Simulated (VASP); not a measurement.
# BaO (Fm-3m) in VASP: further runs

The runs below take BaO through electric field gradients, with PBE.

Everything below comes from runs of VASP 6.6.1. Logs are shortened: lines on timing, memory, paths and dates and some standing lists are left out, and cuts for length are marked.

**1. The cell of the first run**

The structure is cubic, space group Fm-3m (No. 225). The conventional cell has a = 5.388 Å, b = 5.388 Å, c = 5.388 Å, α = 90.00°, β = 90.00°, γ = 90.00°. Within 3.6 Å of Ba (site symmetry m-3m) lie 6 O at 2.69 Å. Within 3.6 Å of O (site symmetry m-3m) lie 6 Ba at 2.69 Å.

**2. Electric field gradients, PBE (19.55 Å³/atom)**

Input file INCAR:

```
ALGO = Normal ; EDIFF = 1E-8
ENCUT = 1000 ; GGA = PE
GGA_COMPAT = False ; ISIF = 2
ISMEAR = -1 ; LASPH = True
LCHARG = False ; LEFG = True
LREAL = False ; LWAVE = False
NBANDS = 15 ; NELM = 120
PREC = Accurate ; SIGMA = 0.02
```

Input file KPOINTS:

```
k-points
0
Gamma
  8 8 8
```

Input file POSCAR:

```
BaO
1.0
    0.0000000000      2.6938617990      2.6938617990
    2.6938617990      0.0000000000      2.6938617990
    2.6938617990      2.6938617990      0.0000000000
Ba O
1 1
Direct
    0.0000000000      0.0000000000      0.0000000000
    0.5000000000      0.5000000000      0.5000000000
```

Potentials or basis: VASP PAW PBE potentials, release 64 (Ba_sv, O_h).

Run with:

```sh
cat potpaw_PBE.64/Ba_sv/POTCAR potpaw_PBE.64/O_h/POTCAR > POTCAR
mpirun -np 1 vasp_std > vasp.out
```

OUTCAR:

```text
EDIFF = 1E-8
   ENCUT = 1000
   GGA = PE
   ISIF = 2
   ISMEAR = -1
   LASPH = True
   LREAL = False
   NELM = 120
   PREC = Accurate

 ion  position               nearest neighbor table
   1  0.000  0.000  0.000-   2 2.69   2 2.69   2 2.69   2 2.69   2 2.69   2 2.69
   2  0.500  0.500  0.500-   1 2.69   1 2.69   1 2.69   1 2.69   1 2.69   1 2.69

  LATTYP: Found a face centered cubic cell.
 ALAT       =     5.3877235980

  Lattice vectors:

 A1 = (   0.0000000000,   2.6938617990,   2.6938617990)
 A2 = (   2.6938617990,   0.0000000000,   2.6938617990)
 A3 = (   2.6938617990,   2.6938617990,   0.0000000000)

Analysis of symmetry for initial positions (statically):
=====================================================================
 Subroutine PRICEL returns:
 Original cell was already a primitive cell.

 Routine SETGRP: Setting up the symmetry group for a
 face centered cubic supercell.

 Subroutine GETGRP returns: Found 48 space group operations
 (whereof 48 operations were pure point group operations)
 out of a pool of 48 trial point group operations.

The static configuration has the point symmetry O_h .

Analysis of symmetry for dynamics (positions and initial velocities):
=====================================================================
 Subroutine PRICEL returns:
 Original cell was already a primitive cell.

 Routine SETGRP: Setting up the symmetry group for a
 face centered cubic supercell.

 Subroutine GETGRP returns: Found 48 space group operations
 (whereof 48 operations were pure point group operations)
 out of a pool of 48 trial point group operations.

The dynamic configuration has the point symmetry O_h .

 Subroutine INISYM returns: Found 48 space group operations
 (whereof 48 operations are pure point group operations),
 and found     1 'primitive' translations

----------------------------------------------------------------------------------------

                                     Primitive cell

  volume of cell :      39.0981

  direct lattice vectors                    reciprocal lattice vectors
     0.000000000  2.693861799  2.693861799    -0.185607146  0.185607146  0.185607146
     2.693861799  0.000000000  2.693861799     0.185607146 -0.185607146  0.185607146
[... 136 lines left out ...]
 fundamental gap:      1.6495705052
 Fermi energy:         3.1607419868

 k-point     1 :       0.0000    0.0000    0.0000
  band No.  band energies     occupation
      1     -23.2733      2.00000
      2     -12.5811      2.00000
      3      -7.5983      2.00000
      4      -7.5983      2.00000
      5      -7.5983      2.00000
      6       2.1203      2.00000
      7       2.1203      2.00000
      8       2.1203      2.00000
      9       6.6072      0.00000
     10       7.2999      0.00000
     11       7.2999      0.00000
     12       7.2999      0.00000
     13       9.7843      0.00000
     14       9.7843      0.00000
[... 401 lines left out ...]
      2     -13.3516      2.00000
      3      -8.3938      2.00000
      4      -8.3805      2.00000
      5      -7.7152      2.00000
      6       0.8042      2.00000
      7       1.5575      2.00000
      8       1.5973      2.00000
      9       7.5691      0.00000
     10       8.2113      0.00000
     11      10.8309      0.00000
     12      11.0219      0.00000
     13      13.3163      0.00000
     14      15.0537      0.00000
     15      15.5098      0.00000

 [... further k-points ...]

------------------------ aborting loop because EDIFF is reached ----------------------------------------

  FORCE on cell =-STRESS in cart. coord.  units (eV):
  Direction    XX          YY          ZZ          XY          YZ          ZX
  --------------------------------------------------------------------------------------
  -------------------------------------------------------------------------------------
  Total        2.7656072      2.7656072      2.7656072      0.0000000      0.0000000      0.0000000
  in kB      113.3300670    113.3300670    113.3300670      0.0000000      0.0000000      0.0000000
  external PRESSURE =     113.3300670 kB  Pullay stress =       0.0000000 kB

 VOLUME and BASIS-vectors are now :
 -----------------------------------------------------------------------------
  energy-cutoff  :     1000.00
  volume of cell :       39.10
      direct lattice vectors                 reciprocal lattice vectors
     0.000000000  2.693861799  2.693861799    -0.185607146  0.185607146  0.185607146
     2.693861799  0.000000000  2.693861799     0.185607146 -0.185607146  0.185607146
     2.693861799  2.693861799  0.000000000     0.185607146  0.185607146 -0.185607146

 POSITION                                       TOTAL-FORCE (eV/Angst)
 -----------------------------------------------------------------------------------
      0.00000      0.00000      0.00000        -0.000000     -0.000000     -0.000000
      2.69386      2.69386      2.69386         0.000000      0.000000      0.000000
 -----------------------------------------------------------------------------------
    total drift:                                0.000000     -0.000000      0.000000

  FREE ENERGIE OF THE ION-ELECTRON SYSTEM (eV)
  ---------------------------------------------------
  free  energy   TOTEN  =       -11.6533281316 eV

  energy  without entropy=      -11.6533281316  energy(sigma->0) =      -11.65332813

 Electric field gradients (V/A^2)
---------------------------------------------------------------------
 ion       V_xx      V_yy      V_zz      V_xy      V_xz      V_yz
---------------------------------------------------------------------
   1       0.000    -0.000    -0.000     0.000     0.000     0.000
   2      -0.000     0.000    -0.000    -0.003    -0.003    -0.003
---------------------------------------------------------------------

 Electric field gradients after diagonalization (V/A^2)
 (convention: |V_zz| > |V_xx| > |V_yy|)
----------------------------------------------------------------------
 ion       V_xx      V_yy      V_zz     asymmetry (V_yy - V_xx)/ V_zz
----------------------------------------------------------------------
   1      -0.000    -0.000     0.000       0.000
   2       0.003     0.003    -0.007       0.000
----------------------------------------------------------------------

           NMR quadrupolar parameters

 Cq : quadrupolar parameter    Cq=e*Q*V_zz/h
 eta: asymmetry parameters     (V_yy - V_xx)/ V_zz
 Q  : nuclear electric quadrupole moment in mb (millibarn)
----------------------------------------------------------------------
 ion       Cq(MHz)       eta       Q (mb)
----------------------------------------------------------------------
   1       0.000       0.000       1.000
   2      -0.000       0.000       1.000
----------------------------------------------------------------------
```

OSZICAR:

```text
N       E                     dE             d eps       ncg     rms          rms(c)
DAV:   1     0.127611753741E+03    0.12761E+03   -0.11714E+04   870   0.168E+03
DAV:   2    -0.428164588515E+01   -0.13189E+03   -0.11532E+03  1256   0.261E+02
DAV:   3    -0.141470517916E+02   -0.98654E+01   -0.97362E+01  1109   0.719E+01
DAV:   4    -0.143068556260E+02   -0.15980E+00   -0.15974E+00  1025   0.920E+00
DAV:   5    -0.143101038628E+02   -0.32482E-02   -0.32482E-02  1073   0.129E+00    0.102E+01
DAV:   6    -0.118591131131E+02    0.24510E+01   -0.82959E+00  1045   0.226E+01    0.643E+00
DAV:   7    -0.116734710124E+02    0.18564E+00   -0.61045E-01   997   0.662E+00    0.269E+00
DAV:   8    -0.116530669480E+02    0.20404E-01   -0.12009E-01   989   0.388E+00    0.409E-01
DAV:   9    -0.116520314182E+02    0.10355E-02   -0.75134E-03  1164   0.878E-01    0.175E-01
DAV:  10    -0.116532986312E+02   -0.12672E-02   -0.25753E-03   940   0.477E-01    0.371E-02
DAV:  11    -0.116533218876E+02   -0.23256E-04   -0.17951E-04  1108   0.113E-01    0.222E-02
DAV:  12    -0.116533262366E+02   -0.43489E-05   -0.25072E-05  1031   0.574E-02    0.456E-03
DAV:  13    -0.116533278356E+02   -0.15990E-05   -0.38677E-06  1089   0.195E-02    0.284E-03
DAV:  14    -0.116533281652E+02   -0.32965E-06   -0.16030E-06   989   0.136E-02    0.128E-03
DAV:  15    -0.116533281436E+02    0.21663E-07   -0.11820E-07  1066   0.325E-03    0.581E-04
DAV:  16    -0.116533281303E+02    0.13296E-07   -0.27644E-08  1045   0.177E-03    0.133E-04
DAV:  17    -0.116533281316E+02   -0.13638E-08   -0.20296E-09   603   0.572E-04
   1 F= -.11653328E+02 E0= -.11653328E+02  d E =-.737886E-12
```

Run time: 44 s. Hardware: 1 thread of Intel Xeon Platinum 8375C at 2.90GHz (Ice Lake), shared host; peak memory 0.27 GiB.

Results:

| Quantity | Value |
| --- | --- |
| Free energy | -11.6533 eV |
| Pressure | 11.3 GPa |
| Band gap on the k mesh | 1.65 eV |
| Largest electric field gradient by atom | under 0.05 V/Å² on every atom |

Levels at points of the mesh, in eV from the valence-band top:
| k point | band 5 | band 6 | band 7 | band 8 | band 9 | band 10 | band 11 | band 12 |
| --- | --- | --- | --- | --- | --- | --- | --- | --- |
| (0.00, 0.00, 0.00) | -10.30 | -0.58 | -0.58 | -0.58 | 3.90 | 4.60 | 4.60 | 4.60 |
| (0.50, 0.00, 0.00) | -10.44 | -2.36 | -1.90 | -1.90 | 4.98 | 7.37 | 7.37 | 8.62 |
| (0.50, 0.50, 0.00) | -11.05 | -0.29 | -0.29 | 0.00 | 1.65 | 6.29 | 9.24 | 9.91 |

Caveat: the cell stands under pressure; spin-orbit coupling is left out, which moves the levels of the heavy elements.

(Part 1 of 2 ends here.)
